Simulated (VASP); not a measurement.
Runs of VASP 6.6.1 on Cl. The structure is that of space group I4_1/amd (No. 141), or close to it. The cells are those of the table. 

```csv
task,cell,cutoff (eV),gap on the mesh (eV),pressure (GPa)
single point,"a = 3.463 Å, angles 98.8, 98.8, 133.9°, 2 atoms",520,none,(a)
relaxation of shape and atoms at fixed volume,"relaxed from a = 3.913 Å, angles 101.2, 101.2, 127.6°, 2 atoms",600,none,5.3
single point,"a = 3.256 Å, angles 96.0, 96.0, 142.1°, 2 atoms",520,none,168.2
single point,"a = 4.131 Å, angles 101.2, 101.2, 127.6°, 2 atoms",520,none,-0.1
single point,"a = 3.651 Å, angles 99.1, 99.1, 133.2°, 2 atoms",520,none,28.5
```

Alike in all rows: level PBE; potentials or basis VASP PAW PBE potentials, release 64 (Cl); no spin polarisation; k mesh 16 × 16 × 16; smearing fermi-dirac 0.08 eV.

Problem. Fill in the values left out.

Solution. (a) 57.6.

Caveats: the cell stands under pressure (at least some runs).

A gap of «none» marks levels without a gap at the run's occupations.
